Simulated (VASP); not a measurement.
# C (Pnnn) in VASP: further runs

C is run at these levels: PBE; tasks: relaxation of cell and atoms.

All numbers are computed with VASP 6.6.1; they aren't measurements. Logs are shortened: lines on timing, memory, paths and dates and some standing lists are left out, and cuts for length are marked.

### 1 The cell of the first run

Symmetry: Pnnn, No. 48, orthorhombic system. Conventional cell: a = 2.542 Å, b = 2.797 Å, c = 6.669 Å, α = 90.00°, β = 90.00°, γ = 90.00°. Within 2.0 Å of C (site symmetry 222) lie 4 C at 1.51 Å. C (site symmetry 1) has 4 C at 1.50 to 1.56 Å within 2.0 Å.

The cell was built from a structure type or drawn by symmetry, and may not be a known phase.

### 2 Relaxation of cell and atoms, PBE

The input, INCAR:

```
PREC = Accurate
ENCUT = 600
EDIFF = 1E-7
ISMEAR = 0
SIGMA = 0.1
LREAL = False
LASPH = True
NELM = 100
ALGO = Normal
ISIF = 3
LWAVE = False
LCHARG = False
GGA = PE
IBRION = 2
NSW = 90
EDIFFG = -0.04
```

The input, KPOINTS:

```
regular mesh
0
Gamma
  6 6 4
```

The input, POSCAR:

```
C
1.0
    2.5422388500      0.0000000000      0.0000000000
    0.0000000000      2.7965946900      0.0000000000
    0.0000000000      0.0000000000      6.6685585400
C
10
Direct
    0.0000000000      0.5000000000      0.0000000000
    0.5000000000      0.0000000000      0.5000000000
    0.7544857200      0.3451035300      0.3554785100
    0.2455142800      0.3451035300      0.6445214900
    0.7544857200      0.6548964700      0.6445214900
    0.2455142800      0.6548964700      0.3554785100
    0.7455142800      0.1548964700      0.1445214900
    0.2544857200      0.1548964700      0.8554785100
    0.7455142800      0.8451035300      0.8554785100
    0.2544857200      0.8451035300      0.1445214900
```

Potentials or basis: VASP PAW PBE potentials, release 64 (C).

The run is started by

```sh
> cat potpaw_PBE.64/C/POTCAR > POTCAR
> mpirun -np 1 vasp_std > vasp.out
```

OUTCAR:

```text
PREC = Accurate
   ENCUT = 600
   EDIFF = 1E-7
   ISMEAR = 0
   LREAL = False
   LASPH = True
   NELM = 100
   ISIF = 3
   GGA = PE
   IBRION = 2
   NSW = 90
   EDIFFG = -0.04

 ion  position               nearest neighbor table
   1  0.000  0.500  0.000-   7 1.51   8 1.51   9 1.51  10 1.51
   2  0.500  0.000  0.500-   3 1.51   4 1.51   5 1.51   6 1.51
   3  0.754  0.345  0.355-   7 1.50   2 1.51   6 1.52   6 1.56
   4  0.246  0.345  0.645-   8 1.50   2 1.51   5 1.52   5 1.56
   5  0.754  0.655  0.645-   9 1.50   2 1.51   4 1.52   4 1.56
   6  0.246  0.655  0.355-  10 1.50   2 1.51   3 1.52   3 1.56
   7  0.746  0.155  0.145-   3 1.50   1 1.51  10 1.52  10 1.56
   8  0.254  0.155  0.855-   4 1.50   1 1.51   9 1.52   9 1.56
   9  0.746  0.845  0.855-   5 1.50   1 1.51   8 1.52   8 1.56
  10  0.254  0.845  0.145-   6 1.50   1 1.51   7 1.52   7 1.56

  LATTYP: Found a simple orthorhombic cell.
 ALAT       =     2.5422388500
 B/A-ratio  =     1.1000519050
 C/A-ratio  =     2.6231046465

  Lattice vectors:

 A1 = (   2.5422388500,   0.0000000000,   0.0000000000)
 A2 = (   0.0000000000,   2.7965946900,   0.0000000000)
 A3 = (   0.0000000000,   0.0000000000,   6.6685585400)

Analysis of symmetry for initial positions (statically):
=====================================================================
 Subroutine PRICEL returns:
 Original cell was already a primitive cell.

 Routine SETGRP: Setting up the symmetry group for a
 simple orthorhombic supercell.

 Subroutine GETGRP returns: Found  8 space group operations
 (whereof  4 operations were pure point group operations)
 out of a pool of  8 trial point group operations.

The static configuration has the point symmetry D_2 .
 The point group associated with its full space group is D_2h.

Analysis of symmetry for dynamics (positions and initial velocities):
=====================================================================
 Subroutine PRICEL returns:
 Original cell was already a primitive cell.

 Routine SETGRP: Setting up the symmetry group for a
 simple orthorhombic supercell.

 Subroutine GETGRP returns: Found  8 space group operations
 (whereof  4 operations were pure point group operations)
 out of a pool of  8 trial point group operations.

The dynamic configuration has the point symmetry D_2 .
 The point group associated with its full space group is D_2h.

 Subroutine INISYM returns: Found  8 space group operations
 (whereof  4 operations are pure point group operations),
 and found     1 'primitive' translations

----------------------------------------------------------------------------------------

                                     Primitive cell

  volume of cell :      47.4109

  direct lattice vectors                    reciprocal lattice vectors
     2.542238850  0.000000000  0.000000000     0.393354071  0.000000000  0.000000000
     0.000000000  2.796594690  0.000000000     0.000000000  0.357577737  0.000000000
     0.000000000  0.000000000  6.668558540     0.000000000  0.000000000  0.149957445

  length of vectors
     2.542238850  2.796594690  6.668558540     0.393354071  0.357577737  0.149957445

  position of ions in fractional coordinates (direct lattice)
     0.000000000  0.500000000  0.000000000
     0.500000000  0.000000000  0.500000000
     0.754485720  0.345103530  0.355478510
     0.245514280  0.345103530  0.644521490
     0.754485720  0.654896470  0.644521490
     0.245514280  0.654896470  0.355478510
     0.745514280  0.154896470  0.144521490
     0.254485720  0.154896470  0.855478510
     0.745514280  0.845103530  0.855478510
     0.254485720  0.845103530  0.144521490

  ion indices of the primitive-cell ions
   primitive index   ion index
                 1           1
                 2           2
                 3           3
                 4           4
                 5           5
                 6           6
                 7           7
                 8           8
                 9           9
                10          10

----------------------------------------------------------------------------------------

 KPOINTS: regular mesh

Automatic generation of k-mesh.
 Grid dimensions read from file:
 generate k-points for:    6    6    4

 Generating k-lattice:

  Cartesian coordinates                     Fractional coordinates (reciprocal lattice)
     0.065559012  0.000000000  0.000000000     0.166666667  0.000000000  0.000000000
     0.000000000  0.059596289  0.000000000     0.000000000  0.166666667  0.000000000
     0.000000000  0.000000000  0.037489361     0.000000000  0.000000000  0.250000000

  Length of vectors
     0.065559012  0.059596289  0.037489361

  Shift w.r.t. Gamma in fractional coordinates (k-lattice)
     0.000000000  0.000000000  0.000000000

 Subroutine IBZKPT returns following result:
 ===========================================

 Found     48 irreducible k-points:

 Following reciprocal coordinates:
            Coordinates               Weight
  0.000000  0.000000  0.000000      1.000000
  0.166667  0.000000  0.000000      2.000000
  0.333333  0.000000  0.000000      2.000000
  0.500000  0.000000  0.000000      1.000000
  0.000000  0.166667  0.000000      2.000000
  0.166667  0.166667  0.000000      4.000000
[... 16 lines left out ...]
  0.333333  0.166667  0.250000      8.000000
  0.500000  0.166667  0.250000      4.000000
 [... further k-points ...]
   k-points           NKPTS =     48   k-points in BZ     NKDIM =     48   number of bands    NBANDS=     26
   number of dos      NEDOS =    301   number of ions     NIONS =     10
   total plane-waves  NPLWV =  25920
   dimension x,y,z NGX =    20 NGY =   24 NGZ =   54
   dimension x,y,z NGXF=    40 NGYF=   48 NGZF=  108
   ions per type =              10
   NGX,Y,Z   is equivalent  to a cutoff of  13.08, 14.27, 13.46 a.u.
   NGXF,Y,Z  is equivalent  to a cutoff of  26.16, 28.53, 26.92 a.u.
 SYSTEM =  unknown system
   PREC   = accura    normal or accurate (medium, high low for compatibility)
   ISTART =      0    job   : 0-new  1-cont  2-samecut
   ICHARG =      2    charge: 1-file 2-atom 10-const
   ISPIN  =      1    spin polarized calculation?
   LNONCOLLINEAR =      F non collinear calculations
   LSORBIT =      F    spin-orbit coupling
   LASPH  =      T    aspherical Exc in radial PAW
   ENCUT  =  600.0 eV  44.10 Ry    6.64 a.u.   5.08  5.59 13.32*2*pi/ulx,y,z
   NELM   =    100;   NELMIN=  2; NELMDL= -5     # of ELM steps
   EDIFF  = 0.1E-06   stopping-criterion for ELM
   LREAL  =      F    real-space projection
   EDIFFG = -.4E-01   stopping-criterion for IOM
   NSW    =     90    number of steps for IOM
   IBRION =      2    ionic relax: 0-MD 1-quasi-New 2-CG
   NFREE  =      1    steps in history (QN), initial steepest desc. (CG)
   ISIF   =      3    stress and relaxation
   ISYM   =      2    0-nonsym 1-usesym 2-fastsym
   POTIM  = 0.5000    time-step for ionic-motion
   TEBEG  =    0.0;   TEEND  =   0.0 temperature during run
   PSTRESS=    0.0 pullay stress
   NELECT =      40.0000    total number of electrons
   NUPDOWN=      -1.0000    fix difference up-down
   EMIN   =  10.00;   EMAX   =-10.00  energy-range for DOS
   EFERMI =   0.00;   METHOD = LEGACY
   ISMEAR =     0;   SIGMA  =   0.10  broadening in eV -4-tet -1-fermi 0-gaus
   EFERMI_NEDOS =   21; number of points for ismear=-14 and -15
   IALGO  =     38    algorithm
   IMIX   =      4    mixing-type and parameters
     AMIX     =   0.40;   BMIX     =  1.00
     AMIX_MAG =   1.60;   BMIX_MAG =  1.00
  volume/ion in A,a.u.               =       4.74        31.99
  Fermi-wavevector in a.u.,A,eV,Ry     =   1.546924  2.923262 32.558371  2.392973
  Thomas-Fermi vector in A             =   2.652090
   LORBIT       =      0    0 simple, 1 ext, 2 COOP (PROOUT), +10 PAW based schemes
   GGA     = PE    functional components
   LHFCALC =     F    Hartree Fock is set to
   AEXX    =    0.0000 exact exchange contribution
   IVDW    =     0    specifies the selected vdW correction
   LEPSILON=     F    determine dielectric tensor
   LRPA    =     F    only Hartree local field effects (RPA)
 conjugate gradient relaxation of ions
 non-spin polarized calculation
 Gauss-broadening in eV      SIGMA  =   0.10
  energy-cutoff  :      600.00
  volume of cell :       47.41
 maximum number of plane-waves:      1608
   NGX = 11   NGY = 11   NGZ = 27

--------------------------------------- Ionic step        1  -------------------------------------------

 number of electron      39.9999998 magnetization

 Free energy of the ion-electron system (eV)
  ---------------------------------------------------
  ext. energy  EPLUGINS =         0.00000000
  ---------------------------------------------------
  free energy    TOTEN  =       -78.87697825 eV

  energy without entropy =      -78.87697825  energy(sigma->0) =      -78.87697825

------------------------ aborting loop because EDIFF is reached ----------------------------------------

  FORCE on cell =-STRESS in cart. coord.  units (eV):
  Direction    XX          YY          ZZ          XY          YZ          ZX
  --------------------------------------------------------------------------------------
  -------------------------------------------------------------------------------------
  Total       11.3900539     30.1862214     35.6595439      0.0000000      0.0000000      0.0000000
  in kB      384.9093954   1020.0970411   1205.0595780      0.0000000      0.0000000      0.0000000
  external PRESSURE =     870.0220048 kB  Pullay stress =       0.0000000 kB
[... 113 lines left out ...]
  FREE ENERGIE OF THE ION-ELECTRON SYSTEM (eV)
  ---------------------------------------------------
  free  energy   TOTEN  =       -82.2445647608 eV

  energy  without entropy=      -82.2445647608  energy(sigma->0) =      -82.24456476

 E-fermi :  10.0575     XC(G=0): -13.5710

 val. band max:        9.5684201735   @ k =   0.0000   0.3333   0.0000
 cond. band min:      13.0389414207   @ k =   0.0000   0.0000   0.5000
 fundamental gap:      3.4705212472
 Fermi energy:        10.0574540988

 k-point     1 :       0.0000    0.0000    0.0000
  band No.  band energies     occupation
      1     -11.7449      2.00000
      2     -10.1452      2.00000
      3      -8.5192      2.00000
      4      -2.9074      2.00000
      5      -2.5350      2.00000
      6       0.7576      2.00000
[... 685 lines left out ...]
     25      16.0173      0.00000
     26      16.1188      0.00000

 [... further k-points ...]

[... ionic steps 4 to 8 ...]

--------------------------------------- Ionic step        9  -------------------------------------------

 number of electron      40.0000004 magnetization

------------------------ aborting loop because EDIFF is reached ----------------------------------------
[... 83 lines left out ...]
--------------------------------------- Ionic step       11  -------------------------------------------

 number of electron      40.0000004 magnetization

 Free energy of the ion-electron system (eV)
  ---------------------------------------------------
  ext. energy  EPLUGINS =         0.00000000
  ---------------------------------------------------
  free energy    TOTEN  =       -82.41265849 eV

  energy without entropy =      -82.41265849  energy(sigma->0) =      -82.41265849

 E-fermi :   9.5659     XC(G=0): -13.4996

 val. band max:        9.1442655439   @ k =   0.0000   0.3333   0.0000
 cond. band min:      12.9598545918   @ k =   0.0000   0.0000   0.5000
 fundamental gap:      3.8155890479
 Fermi energy:         9.5659349740

 k-point     1 :       0.0000    0.0000    0.0000
  band No.  band energies     occupation
      1     -11.6908      2.00000
      2      -9.9340      2.00000
      3      -8.6887      2.00000
      4      -2.9851      2.00000
      5      -2.4459      2.00000
      6       0.4489      2.00000
[... 724 lines left out ...]
  FREE ENERGIE OF THE ION-ELECTRON SYSTEM (eV)
  ---------------------------------------------------
  free  energy   TOTEN  =       -82.4126584927 eV

  energy  without entropy=      -82.4126584927  energy(sigma->0) =      -82.41265849

 reached required accuracy - stopping structural energy minimisation
```

Run time: 11 min. Hardware: 1 thread of Intel Xeon 8259CL, shared host; peak memory 0.19 GiB.

Results:

```yaml
Free_energy: -82.4127 eV
Relaxed_volume: 5.62 Å³/atom
Relaxed_cell: a = 2.592 Å, b = 3.032 Å, c = 7.151 Å, α = 90.00°, β = 90.00°, γ = 90.00°
Space_group_after_relaxing_to_0.1_Å: Pnnn (No. 48)
Energy_gained_by_relaxing: 353.6 meV/atom
Ionic_steps: 11
Pressure_after_relaxing: 0.0 GPa
Largest_force_after_relaxing: 0.010 eV/Å
Band_gap_on_the_k_mesh: 3.82 eV (least direct gap 4.04 eV)
```

Forces on the atoms (eV/Å):
```
C    0.000  0.000  0.000
C    0.000  0.000  0.000
C    0.007  0.007 -0.002
C   -0.007  0.007  0.002
C    0.007 -0.007  0.002
C   -0.007 -0.007 -0.002
C   -0.007 -0.007  0.002
C    0.007 -0.007 -0.002
C   -0.007  0.007 -0.002
C    0.007  0.007  0.002
```

Stress tensor (GPa, compression positive):
```
-0.21  0.00  0.00
 0.00 -0.04  0.00
 0.00  0.00  0.15
```

Step by step:
```tsv
step	energy change (eV)	largest force (eV/Å)	pressure (GPa)	volume (Å³)
1	0.0000	3.8308	87.00	47.41
2	-0.1541	3.2762	-31.29	67.16
3	-3.3676	1.3483	5.74	55.84
4	-3.3751	1.2723	7.61	55.52
5	-3.3763	1.2318	8.65	55.35
6	-3.1712	1.8553	-15.27	58.39
7	-3.5137	0.2838	-1.73	56.47
8	-3.5221	0.3876	-1.70	56.35
9	-3.5334	0.1184	-1.76	56.40
10	-3.5338	0.1171	1.57	56.03
11	-3.5357	0.0101	-0.03	56.21
```

Final structure:
```
C
1.0
     2.59198    0.00000    0.00000
     0.00000    3.03245    0.00000
     0.00000    0.00000    7.15134
C
10
Cartesian
  0.0000 1.5162 0.0000
  1.2960 0.0000 3.5757
  1.9049 1.0659 2.4795
  0.6870 1.0659 4.6718
  1.9049 1.9666 4.6718
  0.6870 1.9666 2.4795
  1.9830 0.4503 1.0962
  0.6089 0.4503 6.0552
  1.9830 2.5821 6.0552
  0.6089 2.5821 1.0962
```

Caveat: the volume moved by over 15 % at a fixed basis, so the end points are rough. A k mesh can miss the band edges.

### 3 Relaxation of cell and atoms, PBE

This run uses another cell than the first one, of 5.62 Å³/atom.

The input, INCAR:

```
ALGO = Normal
EDIFF = 1E-6
EDIFFG = -0.01
ENCUT = 600
GGA = PE
IBRION = 2
ISIF = 3
ISMEAR = 0
LASPH = True
LCHARG = False
LREAL = False
LWAVE = False
NELM = 100
NSW = 100
PREC = Accurate
SIGMA = 0.02
```

The input, KPOINTS:

```
k-points
0
Gamma
  10 8 4
```

The input, POSCAR:

```
C
1.0
    2.5908572034      0.0000000000      0.0000000000
    0.0000000000      3.0313775424      0.0000000000
    0.0000000000      0.0000000000      7.1496293476
C
10
Direct
    0.0000000000      0.5000000000      0.0000000000
    0.5000000000      0.0000000000      0.5000000000
    0.7348668284      0.3515742171      0.3466453163
    0.2651331716      0.3515742171      0.6533546837
    0.7348668284      0.6484257829      0.6533546837
    0.2651331716      0.6484257829      0.3466453163
    0.7651331716      0.1484257829      0.1533546837
    0.2348668284      0.1484257829      0.8466453163
    0.7651331716      0.8515742171      0.8466453163
    0.2348668284      0.8515742171      0.1533546837
```

Potentials or basis: VASP PAW PBE potentials, release 64 (C).

The run is started by

```sh
> cat potpaw_PBE.64/C/POTCAR > POTCAR
> mpirun -np 1 vasp_std > vasp.out
```

It took 5.6 min on 1 thread of Intel Xeon 8259CL, shared host; peak memory 0.25 GiB.

Results (log left out):

* Free energy: -82.4391 eV
* Relaxed volume: 5.62 Å³/atom
* Relaxed cell: a = 2.591 Å, b = 3.032 Å, c = 7.150 Å, α = 90.00°, β = 90.00°, γ = 90.00°
* Space group after relaxing (to 0.1 Å): Pnnn (No. 48)
* Energy gained by relaxing: 0.0 meV/atom
* Ionic steps: 3
* Pressure after relaxing: -0.1 GPa
* Band gap on the k mesh: 3.65 eV (least direct gap 4.04 eV)

Forces in eV/Å, atoms in the order of the input:
```
C    0.000  0.000  0.000
C    0.000  0.000  0.000
C   -0.002  0.001  0.002
C    0.002  0.001 -0.002
C   -0.002 -0.001 -0.002
C    0.002 -0.001  0.002
C    0.002 -0.001 -0.002
C   -0.002 -0.001  0.002
C    0.002  0.001  0.002
C   -0.002  0.001 -0.002
```

Stress tensor (GPa, compression positive):
```
-0.21  0.00  0.00
 0.00 -0.07  0.00
 0.00  0.00 -0.06
```

The path:
```
step  energy change (eV)  largest force (eV/Å)  pressure (GPa)  volume (Å³)
   1              0.0000                0.0354            0.06        56.15
   2              0.0002                0.0581           -0.37        56.17
   3             -0.0001                0.0029           -0.11        56.16
```

Final structure:
```yaml
crystal:
  lattice:
    - [2.59054, 0.00000, 0.00000]
    - [0.00000, 3.03175, 0.00000]
    - [0.00000, 0.00000, 7.15044]
  atoms:
    - { symbol: C, position: [0.00000, 0.50000, 0.00000] }
    - { symbol: C, position: [0.50000, 0.00000, 0.50000] }
    - { symbol: C, position: [0.73504, 0.35152, 0.34671] }
    - { symbol: C, position: [0.26497, 0.35152, 0.65329] }
    - { symbol: C, position: [0.73504, 0.64848, 0.65329] }
    - { symbol: C, position: [0.26497, 0.64848, 0.34671] }
    - { symbol: C, position: [0.76497, 0.14848, 0.15329] }
    - { symbol: C, position: [0.23504, 0.14848, 0.84671] }
    - { symbol: C, position: [0.76497, 0.85152, 0.84671] }
    - { symbol: C, position: [0.23504, 0.85152, 0.15329] }
```

Levels at points of the mesh, in eV from the valence-band top:
```tsv
k point	band 17	band 18	band 19	band 20	band 21	band 22	band 23	band 24
(0.00, 0.00, 0.00)	-2.27	-1.98	-0.39	-0.24	3.80	4.19	4.50	6.42
(0.50, 0.00, 0.00)	-3.71	-3.71	-2.24	-2.24	4.02	4.02	4.75	4.75
(0.00, 0.50, 0.00)	-0.91	-0.91	-0.37	-0.37	5.40	5.40	6.20	6.20
(0.50, 0.50, 0.00)	-3.70	-3.70	-3.35	-3.35	6.75	6.75	6.77	6.77
(0.00, 0.00, 0.50)	-1.10	-1.10	-0.81	-0.81	3.65	3.65	6.63	6.63
(0.50, 0.00, 0.50)	-3.35	-3.35	-3.18	-3.18	4.47	4.47	4.82	4.82
(0.00, 0.50, 0.50)	-0.95	-0.95	-0.22	-0.22	5.33	5.33	6.26	6.26
(0.50, 0.50, 0.50)	-2.90	-2.85	-2.12	-1.10	4.95	5.23	5.77	5.88
```

A k mesh can miss the band edges.
